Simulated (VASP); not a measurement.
# CoO: single point with PBE

The system is CoO.

```
CELL_PARAMETERS angstrom
3.19183 0.00000 0.00000
-1.59592 2.76421 0.00000
0.00000 0.00000 5.18273
ATOMIC_POSITIONS crystal
Co 0.00000 0.00000 0.00466
Co 0.33333 0.66667 0.50466
O 0.00000 0.00000 0.37034
O 0.33333 0.66667 0.87034
```

```json
{"Program": "VASP 6.6.1", "Task": "single point", "Functional": "PBE", "Potentials or basis": "VASP PAW PBE potentials, release 64 (Co, O)", "Cutoff": "520 eV", "k mesh": "12 × 12 × 8", "Occupations": "gaussian, width 0.01 eV", "Spin": "collinear spin, antiferromagnetic start", "Starting moments": "[-2.32, 2.32, 0.16, -0.16] μB", "Dipole correction": "no", "Further INCAR settings": "ALGO = Normal; EDIFF = 1e-06; NBANDS = 27"}
```

| Property | Result |
| --- | --- |
| Pressure | 1.2 GPa |
| Largest force | 0.004 eV/Å |
| Band gap on the k mesh | 0.11 eV (least direct gap 0.23 eV) |
| Net moment | 0.00 μB per cell |
| Site moments | Co -2.28, +2.28; O +0.15, -0.15 μB |
| Valence electrons inside the program's atomic spheres | Co 8.02; O 5.00 |

Forces on the atoms (eV/Å):
```
Co   0.000  0.000 -0.004
Co   0.000  0.000 -0.004
O    0.000  0.000  0.004
O    0.000  0.000  0.004
```

Stress tensor (GPa, compression positive):
```
-0.09  0.00  0.00
 0.00 -0.09  0.00
 0.00  0.00  3.81
```

Levels at points of the mesh, in eV from the valence-band top:
Spin up:
```csv
k point,band 11,band 12,band 13,band 14,band 15,band 16,band 17,band 18,band 19,band 20
"(0.00, 0.00, 0.00)",-1.75,-1.08,-1.08,-0.07,-0.07,0.27,1.70,2.11,2.11,5.63
"(0.50, 0.00, 0.00)",-1.94,-1.84,-1.44,-0.37,-0.12,0.11,0.86,1.39,5.85,6.20
"(0.00, 0.00, 0.50)",-1.32,-1.05,-1.05,-0.03,-0.03,0.96,1.97,1.97,2.70,3.21
"(0.50, 0.00, 0.50)",-1.85,-1.47,-1.31,-0.44,-0.31,0.26,1.00,1.27,5.49,5.96
```
Spin down:
| k point | band 11 | band 12 | band 13 | band 14 | band 15 | band 16 | band 17 | band 18 | band 19 | band 20 |
| --- | --- | --- | --- | --- | --- | --- | --- | --- | --- | --- |
| (0.00, 0.00, 0.00) | -1.75 | -1.08 | -1.08 | -0.07 | -0.07 | 0.27 | 1.70 | 2.11 | 2.11 | 5.63 |
| (0.50, 0.00, 0.00) | -1.94 | -1.84 | -1.44 | -0.37 | -0.12 | 0.11 | 0.86 | 1.39 | 5.85 | 6.20 |
| (0.00, 0.00, 0.50) | -1.32 | -1.05 | -1.05 | -0.03 | -0.03 | 0.96 | 1.97 | 1.97 | 2.70 | 3.21 |
| (0.50, 0.00, 0.50) | -1.85 | -1.47 | -1.31 | -0.44 | -0.31 | 0.26 | 1.00 | 1.27 | 5.49 | 5.96 |

It took 4.8 min on 1 thread of Oxide Virtual Turin-like Processor, with other jobs on the host, peak memory 0.26 GiB.

Caveat: semilocal functionals underestimate gaps, and a narrow one can read as zero. A k mesh can miss the band edges.
